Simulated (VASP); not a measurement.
# Si2B2C (P-6m2) in VASP: a series of runs, part 2 of 2

VASP 6.6.1. The steps go on from the part before.

## Step 5: Relaxation of cell and atoms, PBE

This run uses another cell than the first one, of 13.16 Å³/atom, 1.375 times its volume.

The input, INCAR:

```
SYSTEM = Si2B2C
PREC = Accurate ; ENCUT = 600
EDIFF = 1E-6 ; ISMEAR = 0
SIGMA = 0.1 ; LREAL = .False.
LASPH = .True. ; NELM = 80
ALGO = Normal ; ISIF = 3
LWAVE = .False. ; LCHARG = .False.
GGA = PE ; IBRION = 2
NSW = 90 ; EDIFFG = -0.04
```

The input, KPOINTS:

```
regular mesh
0
Gamma
  6 6 2
  0 0 0
```

The input, POSCAR:

```
Si2B2C
1.0
    3.1739679900      0.0000000000      0.0000000000
   -1.5869840000      2.7487369100      0.0000000000
    0.0000000000      0.0000000000      7.5415544600
Si B C
2 2 1
Direct
    0.3333333300      0.6666666700      0.2800150100
    0.3333333300      0.6666666700      0.7199849900
    0.6666666700      0.3333333300      0.5000000000
    0.0000000000      0.0000000000      0.0000000000
    0.3333333300      0.6666666700      0.5000000000
```

The run is started by

```
cat potpaw_PBE.64/Si/POTCAR potpaw_PBE.64/B/POTCAR potpaw_PBE.64/C/POTCAR > POTCAR
mpirun -np 1 vasp_std > vasp.out
```

Wall time 2 min (1 thread of Intel Xeon 6975P-C (Granite Rapids), shared host); peak memory 0.21 GiB.

It converged, with:

```yaml
Free_energy: -31.0445 eV
Relaxed_volume: 9.52 Å³/atom
Relaxed_cell: a = 2.895 Å, b = 2.895 Å, c = 6.557 Å, α = 90.00°, β = 90.00°, γ = 120.00°
Space_group_after_relaxing_to_0.05_Å: P-6m2 (No. 187)
Energy_gained_by_relaxing: 1249.8 meV/atom
Ionic_steps: 24
Pressure_after_relaxing: 0.1 GPa
Largest_force_after_relaxing: 0.038 eV/Å
Band_gap_on_the_k_mesh: zero (band 9 reaches 11.44 eV, above the bottom of band 10 at 7.90 eV)
```

Forces on the atoms (eV/Å):
```
Si   0.000  0.000 -0.038
Si   0.000  0.000  0.038
B    0.000  0.000  0.000
B    0.000  0.000  0.000
C    0.000  0.000  0.000
```

Stress tensor (GPa, compression positive):
```
 0.34  0.00  0.00
 0.00  0.34  0.00
 0.00  0.00 -0.33
```

Step by step:
```csv
step,energy change (eV),largest force (eV/Å),pressure (GPa),volume (Å³)
1,0.0000,7.9682,-2.37,65.80
2,-4.1089,0.7691,-21.26,62.74
3,-4.2243,0.6806,-20.18,62.30
4,-4.3554,0.6214,-17.02,61.33
5,-4.9975,0.3683,7.47,49.64
6,-5.0302,0.4829,1.60,51.41
7,-5.4079,0.0167,5.23,48.45
8,-5.5180,0.2302,17.63,44.55
9,-1.5219,9.3279,108.39,35.75
10,-5.5007,0.7247,17.82,44.14
11,-5.3252,0.3201,42.33,40.12
12,-5.5406,0.9922,19.36,43.39
13,-5.7071,1.0048,28.63,41.78
14,-5.8478,0.3360,24.81,42.54
15,-5.8549,0.1341,25.29,42.42
16,-6.0720,0.2062,15.73,44.05
17,-6.2353,0.5714,0.71,47.18
18,-6.2359,0.5901,-0.08,47.38
19,-6.2434,0.3445,-0.09,47.43
20,-6.2480,0.1008,0.00,47.51
21,-6.2485,0.0618,0.06,47.53
22,-6.2487,0.0348,0.14,47.56
23,-6.2487,0.0324,0.16,47.57
24,-6.2492,0.0380,0.12,47.60
```

Final structure:
```xyz
5
Lattice="2.8951 0.0000 0.0000 -1.4476 2.5073 0.0000 0.0000 0.0000 6.5572" Properties=species:S:1:pos:R:3 pbc="T T T"
Si    0.0000    1.6715    1.2175
Si    0.0000    1.6715    5.3397
B     1.4476    0.8358    3.2786
B     0.0000    0.0000    0.0000
C     0.0000    1.6715    3.2786
```

Levels at points of the mesh, in eV from the Fermi level:
| k point | band 5 | band 6 | band 7 | band 8 | band 9 | band 10 | band 11 | band 12 | band 13 |
| --- | --- | --- | --- | --- | --- | --- | --- | --- | --- |
| (0.00, 0.00, 0.00) | -2.97 | -2.57 | -2.57 | 1.18 | 1.18 | 5.44 | 5.84 | 6.05 | 6.05 |
| (0.50, 0.00, 0.00) | -7.91 | -6.40 | -4.95 | -1.70 | -1.42 | 0.72 | 1.05 | 2.34 | 3.17 |
| (0.00, 0.00, 0.50) | -2.56 | -2.56 | 1.18 | 1.18 | 1.35 | 2.27 | 5.56 | 5.84 | 5.84 |
| (0.50, 0.00, 0.50) | -6.17 | -5.48 | -4.92 | -3.45 | -1.92 | -1.83 | 2.79 | 3.13 | 4.82 |

Caveat: the k points lie up to 0.48 Å⁻¹ apart in the final cell; the volume moved by over 15 % at a fixed basis, so the end points are rough.

## Step 6: Relaxation of cell and atoms, PBE

The input, INCAR:

```
SYSTEM = Si2B2C
PREC = Accurate ; ENCUT = 600
EDIFF = 1E-7 ; ISMEAR = 0
SIGMA = 0.1 ; LREAL = .False.
LASPH = .True. ; NELM = 100
ALGO = Normal ; ISIF = 3
LWAVE = .False. ; LCHARG = .False.
GGA = PE ; IBRION = 2
NSW = 90 ; EDIFFG = -0.04
```

The input, KPOINTS:

```
Automatic mesh
0
Gamma
  6 6 4
  0 0 0
```

The input, POSCAR:

```
Si2B2C
1.0
    2.9021133040      0.0000000000      0.0000000000
   -1.4510566520      2.5133038459      0.0000000000
    0.0000000000      0.0000000000      6.5623494395
Si B C
2 2 1
Direct
    0.3333333333      0.6666666667      0.1837126298
    0.3333333333      0.6666666667      0.8162873702
    0.6666666667      0.3333333333      0.5000000000
    0.0000000000      0.0000000000      0.0000000000
    0.3333333333      0.6666666667      0.5000000000
```

Potentials or basis: VASP PAW PBE potentials, release 64 (Si, B, C).

The run is started by

```
cat potpaw_PBE.64/Si/POTCAR potpaw_PBE.64/B/POTCAR potpaw_PBE.64/C/POTCAR > POTCAR
mpirun -np 1 vasp_std > vasp.out
```

OUTCAR:

```text
SYSTEM = Si2B2C
   PREC = Accurate
   ENCUT = 600
   EDIFF = 1E-7
   ISMEAR = 0
   LREAL = .False.
   LASPH = .True.
   NELM = 100
   ISIF = 3
   GGA = PE
   IBRION = 2
   NSW = 90
   EDIFFG = -0.04

 ion  position               nearest neighbor table
   1  0.333  0.667  0.184-   4 2.06   4 2.06   4 2.06   5 2.08   2 2.41
   2  0.333  0.667  0.816-   4 2.06   4 2.06   4 2.06   5 2.08   1 2.41
   3  0.667  0.333  0.500-   5 1.68   5 1.68   5 1.68
   4  0.000  0.000  0.000-   1 2.06   2 2.06   1 2.06   2 2.06   1 2.06   2 2.06
   5  0.333  0.667  0.500-   3 1.68   3 1.68   3 1.68   1 2.08   2 2.08

  LATTYP: Found a hexagonal cell.
 ALAT       =     2.9021133040
 C/A-ratio  =     2.2612313001

  Lattice vectors:
[... 190 lines left out ...]
  -------------------------------------------------------------------------------------
  Total       -0.1182896     -0.1182896      1.6829456      0.0000000      0.0000000     -0.0000000
  in kB       -3.9594826     -3.9594826     56.3328798      0.0000000      0.0000000     -0.0000000
  external PRESSURE =      16.1379716 kB  Pullay stress =       0.0000000 kB
[... 65 lines left out ...]
--------------------------------------- Ionic step        3  -------------------------------------------

 number of electron      18.0000001 magnetization

 Free energy of the ion-electron system (eV)
  ---------------------------------------------------
  ext. energy  EPLUGINS =         0.00000000
  ---------------------------------------------------
  free energy    TOTEN  =       -30.95616100 eV

  energy without entropy =      -30.95211968  energy(sigma->0) =      -30.95414034

 E-fermi :   9.1669     XC(G=0): -11.6343

 val. band max:        9.0695013236   @ k =   0.3333   0.1667   0.2500
 cond. band min:       9.3413249100   @ k =   0.1667   0.1667   0.2500
 fundamental gap:      0.2718235864
 Fermi energy:         9.1668698839

 k-point     1 :       0.0000    0.0000    0.0000
  band No.  band energies     occupation
      1      -7.2150      2.00000
      2      -4.7967      2.00000
      3      -2.7820      2.00000
      4       3.7554      2.00000
      5       6.5010      2.00000
      6       7.0861      2.00000
      7       7.0861      2.00000
      8      10.7782      0.00000
      9      10.7782      0.00000
     10      15.0473      0.00000
     11      15.3934      0.00000
     12      15.6807      0.00000
     13      15.6807      0.00000
[... 350 lines left out ...]
  FREE ENERGIE OF THE ION-ELECTRON SYSTEM (eV)
  ---------------------------------------------------
  free  energy   TOTEN  =       -30.9561610015 eV

  energy  without entropy=      -30.9521196790  energy(sigma->0) =      -30.95414034

 reached required accuracy - stopping structural energy minimisation
```

It took 16 s on 1 thread of Intel Xeon 6975P-C (Granite Rapids), shared host; peak memory 0.17 GiB.

Results:

| Property | Result |
| --- | --- |
| Free energy | -30.9562 eV |
| Relaxed volume | 9.64 Å³/atom |
| Relaxed cell | a = 2.900 Å, b = 2.900 Å, c = 6.615 Å, α = 90.00°, β = 90.00°, γ = 120.00° |
| Space group after relaxing (to 0.05 Å) | P-6m2 (No. 187) |
| Energy gained by relaxing | 2.7 meV/atom |
| Ionic steps | 3 |
| Pressure after relaxing | -0.2 GPa |
| Largest force after relaxing | 0.015 eV/Å |
| Band gap on the k mesh | zero (band 9 reaches 11.22 eV, above the bottom of band 10 at 7.78 eV) |

Forces in eV/Å, atoms in the order of the input:
```
Si   0.000  0.000 -0.015
Si   0.000  0.000  0.015
B    0.000  0.000  0.000
B    0.000  0.000  0.000
C    0.000  0.000  0.000
```

Stress tensor (GPa, compression positive):
```
-0.37  0.00  0.00
 0.00 -0.37  0.00
 0.00  0.00  0.03
```

Step by step:
| step | energy change (eV) | largest force (eV/Å) | pressure (GPa) | volume (Å³) |
| --- | --- | --- | --- | --- |
| 1 | 0.0000 | 0.5305 | 1.61 | 47.87 |
| 2 | -0.0002 | 0.5046 | -1.95 | 48.53 |
| 3 | -0.0134 | 0.0153 | -0.24 | 48.20 |

Final structure:
```xyz
5
Lattice="2.9005 0.0000 0.0000 -1.4502 2.5119 0.0000 0.0000 0.0000 6.6152" Properties=species:S:1:pos:R:3 pbc="T T T"
Si    0.0000    1.6746    1.2283
Si    0.0000    1.6746    5.3869
B     1.4502    0.8373    3.3076
B    -1.4502    2.5119    0.0000
C     0.0000    1.6746    3.3076
```

Caveat: the k points lie up to 0.42 Å⁻¹ apart in the final cell.

## Step 7: The runs side by side

```csv
task,cell,k mesh,cutoff (eV),gap on the mesh (eV),pressure (GPa),relaxed volume (Å³/atom),largest force (eV/Å)
single point,"a = 2.902, b = 2.902, c = 6.562 Å, angles 90.0, 90.0, 120.0°, 5 atoms",6 × 6 × 2,520,none,-0.2,-,0.01
single point,"a = 3.174, b = 3.174, c = 7.542 Å, angles 90.0, 90.0, 120.0°, 5 atoms",6 × 6 × 2,520,none,-2.3,-,7.97
single point,"a = 2.898, b = 2.898, c = 6.618 Å, angles 90.0, 90.0, 120.0°, 5 atoms",6 × 6 × 4,520,none,0.0,-,0.02
relaxation of cell and atoms,"relaxed from a = 3.174, b = 3.174, c = 7.542 Å, angles 90.0, 90.0, 120.0°, 5 atoms",6 × 6 × 2,600,none,0.1,9.52,0.04
relaxation of cell and atoms,"relaxed from a = 2.902, b = 2.902, c = 6.562 Å, angles 90.0, 90.0, 120.0°, 5 atoms",6 × 6 × 4,600,none,-0.2,9.64,0.02
```

Alike in all rows: level PBE; potentials or basis VASP PAW PBE potentials, release 64 (Si, B, C); no spin polarisation; smearing gaussian 0.1 eV.

Caveats: all runs use coarse meshes; forces of over 1 eV/Å act on the atoms, so gaps and moduli don't describe the material at rest (some runs); the volume moved by over 15 % at a fixed basis, so the end points are rough (some runs).

Total energies depend on the potentials used, so only differences within one code and one set of settings carry meaning.
